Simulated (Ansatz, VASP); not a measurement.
**InGa2P3: VASP beside Ansatz**

```
In Ga P
1.0
     3.71136    0.00000    0.00000
    -1.85568    3.21413    0.00000
     0.00000    0.00000    9.27779
In Ga P
1 2 3
Direct
  0.00000 0.00000 0.00000
  0.33333 0.66667 0.66084
  0.66667 0.33333 0.33916
  0.00000 0.00000 0.50000
  0.33333 0.66667 0.18673
  0.66667 0.33333 0.81327
```

Alike in both runs: task relaxation of cell and atoms; functional PBE; k mesh 12 × 12 × 4; occupations gaussian, width 0.1 eV; no spin polarisation.

|  | VASP | Ansatz |
| --- | --- | --- |
| version | VASP 6.6.1 | Ansatz 0.2.0 |
| potentials or method | VASP PAW PBE potentials, release 64 (In_d, Ga_d, P), cutoff 600 eV | scalar-relativistic, plane waves, PAW |
| valence electrons in the cell | 54 | 54 |

VASP gave:

- gap on the k mesh at the Fermi level, each at its own relaxed structure (eV): none
- relaxed volume (Å³/atom): 18.50
- relaxed length of the cell vector where the two differ most in proportion (Å): 9.097

Estimate Ansatz's values.

gap on the k mesh at the Fermi level, each at its own relaxed structure (eV): none; relaxed volume (Å³/atom): 18.50; relaxed length of the cell vector where the two differ most in proportion (Å): 9.095.

A gap of «none» marks a metal or a gap that the smearing closes.
